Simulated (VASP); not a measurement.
A run of VASP 6.6.1:

File INCAR:

```
PREC = Accurate
ENCUT = 520
EDIFF = 1E-6
ISMEAR = -1
SIGMA = 0.05
LREAL = F
LASPH = T
NELM = 80
ALGO = Normal
ISIF = 2
LWAVE = F
LCHARG = T
GGA = PE
LELF = T
LVHAR = T
NBANDS = 13
```

KPOINTS

```
Automatic mesh
0
Gamma
  10 10 10
```

File POSCAR:

```
Ge
1.0
    2.7636299668      0.0000000000      0.0000000000
    0.0000000000      2.7636299668      0.0000000000
    0.0000000000      0.0000000000      2.7636299668
Ge
1
Direct
    0.0000000000      0.0000000000      0.0000000000
```

Potentials or basis: VASP PAW PBE potentials, release 64 (Ge_d).

Run with:

```bash
$ cat potpaw_PBE.64/Ge_d/POTCAR > POTCAR
$ mpirun -np 1 vasp_std > vasp.out
```

Hardware: 1 thread of Intel(R) Xeon(R) Platinum 8559C (Emerald Rapids), with other jobs on the host.

**Question.** Estimate the wall time of this run.

**Answer.** It took 5 s on 1 thread of Intel(R) Xeon(R) Platinum 8559C (Emerald Rapids) (shared host), peak memory 0.13 GiB. Counts: scf iterations 10, k points 56.
